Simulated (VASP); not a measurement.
# Ca (I4/mmm) in VASP: notebook

Runs on Ca. Level: PBEsol. Tasks: single point.

Program: VASP 6.6.1. These are calculated values, not measurements. Logs are shortened: lines on timing, memory, paths and dates and some standing lists are left out, and cuts for length are marked.

**1. The cell of the first run**

The structure is tetragonal, space group I4/mmm (No. 139). The conventional cell has a = 3.991 Å, b = 3.991 Å, c = 5.588 Å, α = 90.00°, β = 90.00°, γ = 90.00°. Ca (site symmetry 4/mmm) has 12 Ca at 3.97 to 3.99 Å within 5.2 Å.

**2. Single point, PBEsol (equal xx and yy strain of +1 %)**

Input file INCAR:

```
  PREC = Accurate
  ENCUT = 520
  EDIFF = 1E-7
  ISMEAR = -1
  SIGMA = 0.05
  LREAL = F
  LASPH = T
  NELM = 100
  ALGO = Normal
  ISIF = 2
  LWAVE = F
  LCHARG = F
  GGA = PS
  NBANDS = 11
```

Input file KPOINTS:

```
Automatic mesh
0
Gamma
  11 11 11
```

Input file POSCAR:

```
Ca
1.0
    0.0000000000      2.8221420000      2.7942000000
    2.8221420000      0.0000000000      2.7942000000
    2.8221420000      2.8221420000      0.0000000000
Ca
1
Direct
    0.0000000000      0.0000000000      0.0000000000
```

Potentials or basis: VASP PAW PBE potentials, release 64 (Ca_sv).

Command:

```sh
$ cat potpaw_PBE.64/Ca_sv/POTCAR > POTCAR
$ mpirun -np 1 vasp_std > vasp.out
```

OUTCAR:

```text
PREC = Accurate
   ENCUT = 520
   EDIFF = 1E-7
   ISMEAR = -1
   LREAL = F
   LASPH = T
   NELM = 100
   ISIF = 2
   GGA = PS

 ion  position               nearest neighbor table
   1  0.000  0.000  0.000-

  LATTYP: Found a body centered tetragonal cell.
 ALAT       =     3.9911114913
 C/A-ratio  =     1.4002114479

  Lattice vectors:

 A1 = (   0.0000000000,  -2.8221420000,  -2.7942000000)
 A2 = (   0.0000000000,   2.8221420000,  -2.7942000000)
 A3 = (   2.8221420000,   0.0000000000,   2.7942000000)

Analysis of symmetry for initial positions (statically):
=====================================================================
 Subroutine PRICEL returns:
 Original cell was already a primitive cell.

 Routine SETGRP: Setting up the symmetry group for a
 body centered tetragonal supercell.

 Subroutine GETGRP returns: Found 16 space group operations
 (whereof 16 operations were pure point group operations)
 out of a pool of 16 trial point group operations.

The static configuration has the point symmetry D_4h.

Analysis of symmetry for dynamics (positions and initial velocities):
=====================================================================
 Subroutine PRICEL returns:
 Original cell was already a primitive cell.

 Routine SETGRP: Setting up the symmetry group for a
 body centered tetragonal supercell.

 Subroutine GETGRP returns: Found 16 space group operations
 (whereof 16 operations were pure point group operations)
 out of a pool of 16 trial point group operations.

The dynamic configuration has the point symmetry D_4h.

 Subroutine INISYM returns: Found 16 space group operations
 (whereof 16 operations are pure point group operations),
 and found     1 'primitive' translations

----------------------------------------------------------------------------------------

                                     Primitive cell

  volume of cell :      44.5087

  direct lattice vectors                    reciprocal lattice vectors
     0.000000000  2.822142000  2.794200000    -0.177170390  0.177170390  0.178942094
     2.822142000  0.000000000  2.794200000     0.177170390 -0.177170390  0.178942094
     2.822142000  2.822142000  0.000000000     0.177170390  0.177170390 -0.178942094

  length of vectors
     3.971402663  3.971402663  3.991111491     0.307894410  0.307894410  0.307894410

  position of ions in fractional coordinates (direct lattice)
     0.000000000  0.000000000  0.000000000

  ion indices of the primitive-cell ions
   primitive index   ion index
                 1           1

----------------------------------------------------------------------------------------

 KPOINTS: Automatic mesh

Automatic generation of k-mesh.
 Grid dimensions read from file:
 generate k-points for:   11   11   11

 Generating k-lattice:

  Cartesian coordinates                     Fractional coordinates (reciprocal lattice)
    -0.016106399  0.016106399  0.016267463     0.090909091 -0.000000000  0.000000000
     0.016106399 -0.016106399  0.016267463    -0.000000000  0.090909091  0.000000000
     0.016106399  0.016106399 -0.016267463     0.000000000  0.000000000  0.090909091

  Length of vectors
     0.027990401  0.027990401  0.027990401

  Shift w.r.t. Gamma in fractional coordinates (k-lattice)
     0.000000000  0.000000000  0.000000000

 Subroutine IBZKPT returns following result:
 ===========================================

 Found    126 irreducible k-points:

 Following reciprocal coordinates:
            Coordinates               Weight
  0.000000  0.000000  0.000000      1.000000
  0.090909 -0.000000  0.000000      8.000000
  0.181818 -0.000000  0.000000      8.000000
  0.272727 -0.000000  0.000000      8.000000
  0.363636  0.000000  0.000000      8.000000
  0.454545 -0.000000  0.000000      8.000000
[... 16 lines left out ...]
 -0.272727  0.181818  0.000000      8.000000
 -0.181818  0.181818  0.000000      4.000000
 [... further k-points ...]
   k-points           NKPTS =    126   k-points in BZ     NKDIM =    126   number of bands    NBANDS=     11
   number of dos      NEDOS =    301   number of ions     NIONS =      1
   total plane-waves  NPLWV =  27000
   dimension x,y,z NGX =    30 NGY =   30 NGZ =   30
   dimension x,y,z NGXF=    60 NGYF=   60 NGZF=   60
   ions per type =               1
   NGX,Y,Z   is equivalent  to a cutoff of  12.56, 12.56, 12.50 a.u.
   NGXF,Y,Z  is equivalent  to a cutoff of  25.12, 25.12, 24.99 a.u.
 SYSTEM =  unknown system
   PREC   = accura    normal or accurate (medium, high low for compatibility)
   ISTART =      0    job   : 0-new  1-cont  2-samecut
   ICHARG =      2    charge: 1-file 2-atom 10-const
   ISPIN  =      1    spin polarized calculation?
   LNONCOLLINEAR =      F non collinear calculations
   LSORBIT =      F    spin-orbit coupling
   LASPH  =      T    aspherical Exc in radial PAW
   ENCUT  =  520.0 eV  38.22 Ry    6.18 a.u.   7.38  7.38  7.42*2*pi/ulx,y,z
   NELM   =    100;   NELMIN=  2; NELMDL= -5     # of ELM steps
   EDIFF  = 0.1E-06   stopping-criterion for ELM
   LREAL  =      F    real-space projection
   EDIFFG = 0.1E-05   stopping-criterion for IOM
   NSW    =      0    number of steps for IOM
   IBRION =     -1    ionic relax: 0-MD 1-quasi-New 2-CG
   NFREE  =      0    steps in history (QN), initial steepest desc. (CG)
   ISIF   =      2    stress and relaxation
   ISYM   =      2    0-nonsym 1-usesym 2-fastsym
   POTIM  = 0.5000    time-step for ionic-motion
   TEBEG  =    0.0;   TEEND  =   0.0 temperature during run
   PSTRESS=    0.0 pullay stress
   NELECT =      10.0000    total number of electrons
   NUPDOWN=      -1.0000    fix difference up-down
   EMIN   =  10.00;   EMAX   =-10.00  energy-range for DOS
   EFERMI =   0.00;   METHOD = LEGACY
   ISMEAR =    -1;   SIGMA  =   0.05  broadening in eV -4-tet -1-fermi 0-gaus
   EFERMI_NEDOS =   21; number of points for ismear=-14 and -15
   IALGO  =     38    algorithm
   IMIX   =      4    mixing-type and parameters
     AMIX     =   0.40;   BMIX     =  1.00
     AMIX_MAG =   1.60;   BMIX_MAG =  1.00
  volume/ion in A,a.u.               =      44.51       300.36
  Fermi-wavevector in a.u.,A,eV,Ry     =   0.995237  1.880725 13.476520  0.990496
  Thomas-Fermi vector in A             =   2.127243
   LORBIT       =      0    0 simple, 1 ext, 2 COOP (PROOUT), +10 PAW based schemes
   GGA     = PS    functional components
   LHFCALC =     F    Hartree Fock is set to
   AEXX    =    0.0000 exact exchange contribution
   IVDW    =     0    specifies the selected vdW correction
   LEPSILON=     F    determine dielectric tensor
   LRPA    =     F    only Hartree local field effects (RPA)
 non-spin polarized calculation
  energy-cutoff  :      520.00
  volume of cell :       44.51
 maximum number of plane-waves:      1243
 NGX is ok and might be reduce to    30
   NGX = 15   NGY = 15   NGZ = 15

 number of electron      10.0000000 magnetization

 number of electron       9.9999999 magnetization

 Free energy of the ion-electron system (eV)
  ---------------------------------------------------
  ext. energy  EPLUGINS =         0.00000000
  ---------------------------------------------------
  free energy    TOTEN  =        -2.12184034 eV

  energy without entropy =       -2.11056739  energy(sigma->0) =       -2.11620387

 E-fermi :   1.6830     XC(G=0):  -7.6433

 val. band max:        1.6783519871   @ k =   0.4545  -0.0000   0.0000
 cond. band min:       1.6968575729   @ k =  -0.3636   0.2727   0.1818
 fundamental gap:      0.0185055857
 Fermi energy:         1.6830268253

 k-point     1 :       0.0000    0.0000    0.0000
  band No.  band energies     occupation
      1     -40.2810      2.00000
      2     -21.2787      2.00000
      3     -21.2787      2.00000
      4     -21.2781      2.00000
      5      -2.2508      2.00000
      6       3.9277      0.00000
      7       3.9277      0.00000
      8       3.9703      0.00000
      9       4.9258      0.00000
     10       4.9800      0.00000
     11      10.5892      0.00000

 k-point     2 :       0.0909   -0.0000    0.0000
  band No.  band energies     occupation
      1     -40.2801      2.00000
      2     -21.2877      2.00000
      3     -21.2800      2.00000
      4     -21.2795      2.00000
      5      -2.1155      2.00000
      6       3.7980      0.00000
      7       3.9769      0.00000
      8       4.0078      0.00000
      9       4.8860      0.00000
     10       4.9366      0.00000
     11      10.7171      0.00000

 k-point     3 :       0.1818   -0.0000    0.0000
  band No.  band energies     occupation
      1     -40.2778      2.00000
      2     -21.3125      2.00000
      3     -21.2836      2.00000
      4     -21.2827      2.00000
      5      -1.7199      2.00000
      6       3.4305      0.00000
      7       4.0597      0.00000
      8       4.0963      0.00000
      9       4.8549      0.00000
     10       4.8907      0.00000
     11       9.7897      0.00000

 k-point     4 :       0.2727   -0.0000    0.0000
  band No.  band energies     occupation
      1     -40.2748      2.00000
      2     -21.3447      2.00000
      3     -21.2884      2.00000
      4     -21.2870      2.00000
      5      -1.0963      2.00000
      6       2.9308      0.00000
      7       4.0258      0.00000
      8       4.0739      0.00000
      9       5.0181      0.00000
     10       5.0302      0.00000
     11       8.4009      0.00000
[... 239 lines left out ...]
 k-point    22 :      -0.3636    0.1818    0.0000
  band No.  band energies     occupation
      1     -40.2694      2.00000
      2     -21.3763      2.00000
      3     -21.3187      2.00000
      4     -21.2984      2.00000
      5       0.6323      2.00000
      6       2.0569      0.00113
      7       3.3165      0.00000
      8       4.1374      0.00000
      9       5.2508      0.00000
     10       5.8215      0.00000
     11       6.8098      0.00000

 k-point    23 :      -0.2727    0.1818    0.0000
  band No.  band energies     occupation
      1     -40.2713      2.00000
      2     -21.3600      2.00000
      3     -21.3154      2.00000
      4     -21.2928      2.00000
      5      -0.1803      2.00000
      6       2.6351      0.00000
      7       3.4190      0.00000
      8       4.2352      0.00000
      9       4.8370      0.00000
     10       5.7036      0.00000
     11       7.7285      0.00000

 k-point    24 :      -0.1818    0.1818    0.0000
  band No.  band energies     occupation
      1     -40.2738      2.00000
      2     -21.3406      2.00000
      3     -21.3053      2.00000
      4     -21.2874      2.00000
      5      -0.8965      2.00000
      6       2.9935      0.00000
      7       3.7159      0.00000
      8       4.4033      0.00000
      9       4.4660      0.00000
     10       5.4103      0.00000
     11       8.8241      0.00000

 [... further k-points ...]
[... 5 lines left out ...]
  --------------------------------------------------------------------------------------
  -------------------------------------------------------------------------------------
  Total       -0.4027946     -0.4027946     -0.3847651      0.0000000      0.0000000      0.0000000
  in kB      -14.4993671    -14.4993671    -13.8503611      0.0000000      0.0000000      0.0000000
  external PRESSURE =     -14.2830317 kB  Pullay stress =       0.0000000 kB

 VOLUME and BASIS-vectors are now :
 -----------------------------------------------------------------------------
  energy-cutoff  :      520.00
  volume of cell :       44.51
      direct lattice vectors                 reciprocal lattice vectors
     0.000000000  2.822142000  2.794200000    -0.177170390  0.177170390  0.178942094
     2.822142000  0.000000000  2.794200000     0.177170390 -0.177170390  0.178942094
     2.822142000  2.822142000  0.000000000     0.177170390  0.177170390 -0.178942094

 POSITION                                       TOTAL-FORCE (eV/Angst)
 -----------------------------------------------------------------------------------
      0.00000      0.00000      0.00000         0.000000      0.000000     -0.000000
 -----------------------------------------------------------------------------------
    total drift:                               -0.000000     -0.000000     -0.000000

  FREE ENERGIE OF THE ION-ELECTRON SYSTEM (eV)
  ---------------------------------------------------
  free  energy   TOTEN  =        -2.1218403445 eV

  energy  without entropy=       -2.1105673906  energy(sigma->0) =       -2.11620387
```

Wall time 41 s (1 thread of AMD EPYC 7R43 (Zen 3), shared host); peak memory 0.17 GiB.

What came out:

| Quantity | Value |
| --- | --- |
| Free energy | -2.1218 eV |
| Pressure | -1.4 GPa |
| Band gap on the k mesh | zero (band 5 reaches 1.86 eV, above the bottom of band 6 at 1.54 eV) |

Caveat: the cell differs from its parent crystal (equal xx and yy strain of +1 %); the PAW data sets were made with another functional, which shifts forces and pressure a little.

**3. Single point, PBEsol (equal xx and yy strain of +2 %)**

Input file INCAR:

```
SYSTEM = Ca
PREC     = Accurate       ! precision mode
ENCUT    = 520            ! plane-wave cutoff, eV
EDIFF    = 1E-7           ! SCF threshold, eV
ISMEAR   = -1             ! smearing method
SIGMA    = 0.05           ! smearing width, eV
LREAL    = .False.        ! projectors in reciprocal space
LASPH    = .True.         ! aspherical terms in the spheres
NELM     = 100            ! most SCF steps
ALGO     = Normal         ! electronic algorithm
ISIF     = 2              ! what is computed and relaxed
LWAVE    = .False.        ! write WAVECAR
LCHARG   = .True.         ! write CHGCAR
GGA      = PS             ! functional
LELF     = .True.         ! ELF
LVHAR    = .True.       
NBANDS   = 11             ! bands
```

Input file KPOINTS:

```
Automatic mesh
0
Gamma
  11 11 11
  0 0 0
```

Input file POSCAR:

```
Ca
1.0
    0.0000000000      2.8500840000      2.7942000000
    2.8500840000      0.0000000000      2.7942000000
    2.8500840000      2.8500840000      0.0000000000
Ca
1
Direct
    0.0000000000      0.0000000000      0.0000000000
```

Potentials or basis: VASP PAW PBE potentials, release 64 (Ca_sv).

Command:

```sh
$ cat potpaw_PBE.64/Ca_sv/POTCAR > POTCAR
$ mpirun -np 1 vasp_std > vasp.out
```

Run time: 44 s. Hardware: 1 thread of AMD EPYC 7R43 (Zen 3), shared host; peak memory 0.17 GiB.

It converged, with:

```
Free energy            : -2.1132 eV
Pressure               : -1.7 GPa
Band gap on the k mesh : zero (band 5 reaches 1.80 eV, above the bottom of band 6 at 1.45 eV)
```

Stress tensor (GPa, compression positive):
```
-1.72  0.00  0.00
 0.00 -1.72  0.00
 0.00  0.00 -1.60
```

Levels at points of the mesh, in eV from the Fermi level:
```
           k point  band 2  band 3  band 4  band 5  band 6  band 7  band 8  band 9
(0.00, 0.00, 0.00)  -23.01  -23.01  -23.01   -3.90    2.20    2.20    2.29    3.17
```

Caveat: the cell differs from its parent crystal (equal xx and yy strain of +2 %); the PAW data sets were made with another functional, which shifts forces and pressure a little.
